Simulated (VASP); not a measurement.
# As3Se (Pm-3n) in VASP: further runs

The runs below take As3Se through single point, with PBE.

All numbers are computed with VASP 6.6.1; they aren't measurements. Logs are shortened: lines on timing, memory, paths and dates and some standing lists are left out, and cuts for length are marked.

### 1 The cell of the first run

It takes space group Pm-3n (No. 223, cubic). Conventional cell: a = 5.444 Å, b = 5.444 Å, c = 5.444 Å, α = 90.00°, β = 90.00°, γ = 90.00°. Within 3.6 Å of As (site symmetry -4m2) lie 10 As at 2.72 to 3.33 Å and 4 Se at 3.04 Å. Within 4.0 Å of Se (site symmetry m-3) lie 12 As at 3.04 Å.

### 2 Single point, PBE

Input file INCAR:

```
SYSTEM = As3Se
PREC = Accurate ; ENCUT = 500
EDIFF = 1E-6 ; ISMEAR = 0
SIGMA = 0.2 ; LREAL = .FALSE.
LASPH = .TRUE. ; NELM = 120
ALGO = Normal ; ISIF = 2
LWAVE = .FALSE. ; LCHARG = .TRUE.
GGA = PE ; LELF = .TRUE.
LVHAR = .TRUE. ; NBANDS = 31
GGA_COMPAT = .FALSE.
```

Input file KPOINTS:

```
Automatic mesh
0
G
  3 3 3
  0 0 0
```

Input file POSCAR:

```
As3Se
1.0
    5.4444411244      0.0000000000      0.0000000000
    0.0000000000      5.4444411244      0.0000000000
    0.0000000000      0.0000000000      5.4444411244
As Se
6 2
Direct
    0.5000000000      0.2500000000      0.0000000000
    0.5000000000      0.7500000000      0.0000000000
    0.2500000000      0.0000000000      0.5000000000
    0.7500000000      0.0000000000      0.5000000000
    0.0000000000      0.5000000000      0.2500000000
    0.0000000000      0.5000000000      0.7500000000
    0.5000000000      0.5000000000      0.5000000000
    0.0000000000      0.0000000000      0.0000000000
```

Potentials or basis: VASP PAW PBE potentials, release 64 (As, Se).

Launch:

```bash
> cat potpaw_PBE.64/As/POTCAR potpaw_PBE.64/Se/POTCAR > POTCAR
> mpirun -np 1 vasp_std > vasp.out
```

OUTCAR:

```text
SYSTEM = As3Se
   PREC = Accurate
   ENCUT = 500
   EDIFF = 1E-6
   ISMEAR = 0
   LREAL = .FALSE.
   LASPH = .TRUE.
   NELM = 120
   ISIF = 2
   GGA = PE

 ion  position               nearest neighbor table
   1  0.500  0.250  0.000-   2 2.72   2 2.72
   2  0.500  0.750  0.000-   1 2.72   1 2.72
   3  0.250  0.000  0.500-   4 2.72   4 2.72
   4  0.750  0.000  0.500-   3 2.72   3 2.72
   5  0.000  0.500  0.250-   6 2.72   6 2.72
   6  0.000  0.500  0.750-   5 2.72   5 2.72
   7  0.500  0.500  0.500-
   8  0.000  0.000  0.000-

  LATTYP: Found a simple cubic cell.
 ALAT       =     5.4444411244

  Lattice vectors:

 A1 = (   5.4444411244,   0.0000000000,   0.0000000000)
 A2 = (   0.0000000000,   5.4444411244,   0.0000000000)
 A3 = (   0.0000000000,   0.0000000000,   5.4444411244)

Analysis of symmetry for initial positions (statically):
=====================================================================
 Subroutine PRICEL returns:
 Original cell was already a primitive cell.

 Routine SETGRP: Setting up the symmetry group for a
 simple cubic supercell.

 Subroutine GETGRP returns: Found 48 space group operations
 (whereof 24 operations were pure point group operations)
 out of a pool of 48 trial point group operations.

The static configuration has the point symmetry T_h .
 The point group associated with its full space group is O_h .

Analysis of symmetry for dynamics (positions and initial velocities):
=====================================================================
 Subroutine PRICEL returns:
 Original cell was already a primitive cell.

 Routine SETGRP: Setting up the symmetry group for a
 simple cubic supercell.

 Subroutine GETGRP returns: Found 48 space group operations
 (whereof 24 operations were pure point group operations)
 out of a pool of 48 trial point group operations.

The dynamic configuration has the point symmetry T_h .
 The point group associated with its full space group is O_h .

 Subroutine INISYM returns: Found 48 space group operations
 (whereof 24 operations are pure point group operations),
 and found     1 'primitive' translations

----------------------------------------------------------------------------------------

                                     Primitive cell

  volume of cell :     161.3838

  direct lattice vectors                    reciprocal lattice vectors
     5.444441124  0.000000000  0.000000000     0.183673581  0.000000000  0.000000000
     0.000000000  5.444441124  0.000000000     0.000000000  0.183673581  0.000000000
     0.000000000  0.000000000  5.444441124     0.000000000  0.000000000  0.183673581

  length of vectors
     5.444441124  5.444441124  5.444441124     0.183673581  0.183673581  0.183673581

  position of ions in fractional coordinates (direct lattice)
     0.500000000  0.250000000  0.000000000
     0.500000000  0.750000000  0.000000000
     0.250000000  0.000000000  0.500000000
     0.750000000  0.000000000  0.500000000
     0.000000000  0.500000000  0.250000000
     0.000000000  0.500000000  0.750000000
     0.500000000  0.500000000  0.500000000
     0.000000000  0.000000000  0.000000000

  ion indices of the primitive-cell ions
   primitive index   ion index
                 1           1
                 2           2
                 3           3
                 4           4
                 5           5
                 6           6
                 7           7
                 8           8

----------------------------------------------------------------------------------------

 KPOINTS: Automatic mesh

Automatic generation of k-mesh.
 Grid dimensions read from file:
 generate k-points for:    3    3    3

 Generating k-lattice:

  Cartesian coordinates                     Fractional coordinates (reciprocal lattice)
     0.061224527  0.000000000  0.000000000     0.333333333  0.000000000  0.000000000
     0.000000000  0.061224527  0.000000000     0.000000000  0.333333333  0.000000000
     0.000000000  0.000000000  0.061224527     0.000000000  0.000000000  0.333333333

  Length of vectors
     0.061224527  0.061224527  0.061224527

  Shift w.r.t. Gamma in fractional coordinates (k-lattice)
     0.000000000  0.000000000  0.000000000

 Subroutine IBZKPT returns following result:
 ===========================================

 Found      4 irreducible k-points:

 Following reciprocal coordinates:
            Coordinates               Weight
  0.000000  0.000000  0.000000      1.000000
  0.333333  0.000000  0.000000      6.000000
  0.333333  0.333333  0.000000     12.000000
  0.333333  0.333333  0.333333      8.000000
   k-points           NKPTS =      4   k-points in BZ     NKDIM =      4   number of bands    NBANDS=     31
   number of dos      NEDOS =    301   number of ions     NIONS =      8
   total plane-waves  NPLWV =  64000
   dimension x,y,z NGX =    40 NGY =   40 NGZ =   40
   dimension x,y,z NGXF=    80 NGYF=   80 NGZF=   80
   ions per type =               6   2
   NGX,Y,Z   is equivalent  to a cutoff of  12.21, 12.21, 12.21 a.u.
   NGXF,Y,Z  is equivalent  to a cutoff of  24.43, 24.43, 24.43 a.u.
 SYSTEM =  As3Se
   PREC   = accura    normal or accurate (medium, high low for compatibility)
   ISTART =      0    job   : 0-new  1-cont  2-samecut
   ICHARG =      2    charge: 1-file 2-atom 10-const
   ISPIN  =      1    spin polarized calculation?
   LNONCOLLINEAR =      F non collinear calculations
   LSORBIT =      F    spin-orbit coupling
   LASPH  =      T    aspherical Exc in radial PAW
   ENCUT  =  500.0 eV  36.75 Ry    6.06 a.u.   9.93  9.93  9.93*2*pi/ulx,y,z
   NELM   =    120;   NELMIN=  2; NELMDL= -5     # of ELM steps
   EDIFF  = 0.1E-05   stopping-criterion for ELM
   LREAL  =      F    real-space projection
   EDIFFG = 0.1E-04   stopping-criterion for IOM
   NSW    =      0    number of steps for IOM
   IBRION =     -1    ionic relax: 0-MD 1-quasi-New 2-CG
   NFREE  =      0    steps in history (QN), initial steepest desc. (CG)
   ISIF   =      2    stress and relaxation
   ISYM   =      2    0-nonsym 1-usesym 2-fastsym
   POTIM  = 0.5000    time-step for ionic-motion
   TEBEG  =    0.0;   TEEND  =   0.0 temperature during run
   PSTRESS=    0.0 pullay stress
   NELECT =      42.0000    total number of electrons
   NUPDOWN=      -1.0000    fix difference up-down
   EMIN   =  10.00;   EMAX   =-10.00  energy-range for DOS
   EFERMI =   0.00;   METHOD = LEGACY
   ISMEAR =     0;   SIGMA  =   0.20  broadening in eV -4-tet -1-fermi 0-gaus
   EFERMI_NEDOS =   21; number of points for ismear=-14 and -15
   IALGO  =     38    algorithm
   IMIX   =      4    mixing-type and parameters
     AMIX     =   0.40;   BMIX     =  1.00
     AMIX_MAG =   1.60;   BMIX_MAG =  1.00
  volume/ion in A,a.u.               =      20.17       136.13
  Fermi-wavevector in a.u.,A,eV,Ry     =   1.045213  1.975165 14.863947  1.092469
  Thomas-Fermi vector in A             =   2.179999
   LORBIT       =      0    0 simple, 1 ext, 2 COOP (PROOUT), +10 PAW based schemes
   GGA     = PE    functional components
   LHFCALC =     F    Hartree Fock is set to
   AEXX    =    0.0000 exact exchange contribution
   IVDW    =     0    specifies the selected vdW correction
   LEPSILON=     F    determine dielectric tensor
   LRPA    =     F    only Hartree local field effects (RPA)
 non-spin polarized calculation
 Gauss-broadening in eV      SIGMA  =   0.20
  energy-cutoff  :      500.00
  volume of cell :      161.38
 maximum number of plane-waves:      4108
 NGX is ok and might be reduce to    40
   NGX = 19   NGY = 19   NGZ = 19

 number of electron      42.0000009 magnetization

 Free energy of the ion-electron system (eV)
  ---------------------------------------------------
  ext. energy  EPLUGINS =         0.00000000
  ---------------------------------------------------
  free energy    TOTEN  =       -29.57518514 eV

  energy without entropy =      -29.40959946  energy(sigma->0) =      -29.49239230

 E-fermi :   6.0738     XC(G=0): -10.5400

 val. band max:        6.0278188755   @ k =   0.3333   0.3333   0.0000
 cond. band min:       6.1841044470   @ k =   0.0000   0.0000   0.0000
 fundamental gap:      0.1562855716
 Fermi energy:         6.0738028996

 k-point     1 :       0.0000    0.0000    0.0000
  band No.  band energies     occupation
      1      -9.4742      2.00000
      2      -7.5493      2.00000
      3      -5.4672      2.00000
      4      -5.4672      2.00000
      5      -4.9015      2.00000
      6      -3.5090      2.00000
[... 23 lines left out ...]
     30      12.2211      0.00000
     31      12.2216      0.00000

 k-point     2 :       0.3333    0.0000    0.0000
  band No.  band energies     occupation
      1      -9.0290      2.00000
      2      -7.9728      2.00000
      3      -5.9640      2.00000
      4      -5.4354      2.00000
      5      -4.9504      2.00000
      6      -3.8169      2.00000
[... 23 lines left out ...]
     30       8.8268      0.00000
     31      11.9242      0.00000

 k-point     3 :       0.3333    0.3333    0.0000
  band No.  band energies     occupation
      1      -8.6198      2.00000
      2      -7.9236      2.00000
      3      -6.4019      2.00000
      4      -5.8748      2.00000
      5      -5.0685      2.00000
      6      -4.2649      2.00000
[... 23 lines left out ...]
     30       8.7736      0.00000
     31       9.1368      0.00000

 k-point     4 :       0.3333    0.3333    0.3333
  band No.  band energies     occupation
      1      -8.2572      2.00000
      2      -7.8103      2.00000
      3      -5.9340      2.00000
      4      -5.9097      2.00000
      5      -5.9097      2.00000
      6      -4.5662      2.00000
[... 23 lines left out ...]
     30       7.9780      0.00000
     31       8.6520      0.00000

------------------------ aborting loop because EDIFF is reached ----------------------------------------

  FORCE on cell =-STRESS in cart. coord.  units (eV):
  Direction    XX          YY          ZZ          XY          YZ          ZX
  --------------------------------------------------------------------------------------
  -------------------------------------------------------------------------------------
  Total        0.6296667      0.6296667      0.6296667     -0.0000000      0.0000000      0.0000000
  in kB        6.2511709      6.2511709      6.2511709     -0.0000000      0.0000000      0.0000000
  external PRESSURE =       6.2511709 kB  Pullay stress =       0.0000000 kB

 VOLUME and BASIS-vectors are now :
 -----------------------------------------------------------------------------
  energy-cutoff  :      500.00
  volume of cell :      161.38
      direct lattice vectors                 reciprocal lattice vectors
     5.444441124  0.000000000  0.000000000     0.183673581  0.000000000  0.000000000
     0.000000000  5.444441124  0.000000000     0.000000000  0.183673581  0.000000000
     0.000000000  0.000000000  5.444441124     0.000000000  0.000000000  0.183673581

 POSITION                                       TOTAL-FORCE (eV/Angst)
 -----------------------------------------------------------------------------------
      2.72222      1.36111      0.00000        -0.000000     -0.000000     -0.000000
      2.72222      4.08333      0.00000         0.000000      0.000000      0.000000
      1.36111      0.00000      2.72222         0.000000      0.000000      0.000000
      4.08333      0.00000      2.72222        -0.000000      0.000000     -0.000000
      0.00000      2.72222      1.36111        -0.000000      0.000000      0.000000
      0.00000      2.72222      4.08333         0.000000     -0.000000     -0.000000
      2.72222      2.72222      2.72222         0.000000     -0.000000      0.000000
      0.00000      0.00000      0.00000         0.000000     -0.000000      0.000000
 -----------------------------------------------------------------------------------
    total drift:                                0.000000      0.000000     -0.000000

  FREE ENERGIE OF THE ION-ELECTRON SYSTEM (eV)
  ---------------------------------------------------
  free  energy   TOTEN  =       -29.5751851398 eV

  energy  without entropy=      -29.4095994612  energy(sigma->0) =      -29.49239230
```

Run time: 15 s. Hardware: 1 thread of Intel Xeon 6975P-C (Granite Rapids), shared host; peak memory 0.23 GiB.

Results:

| Quantity | Value |
| --- | --- |
| Free energy | -29.5752 eV |
| Pressure | 0.6 GPa |
| Band gap on the k mesh | zero (band 21 reaches 6.18 eV, above the bottom of band 22 at 5.87 eV) |

Caveat: the k points lie up to 0.38 Å⁻¹ apart.

(Continued in part 2 of 2.)
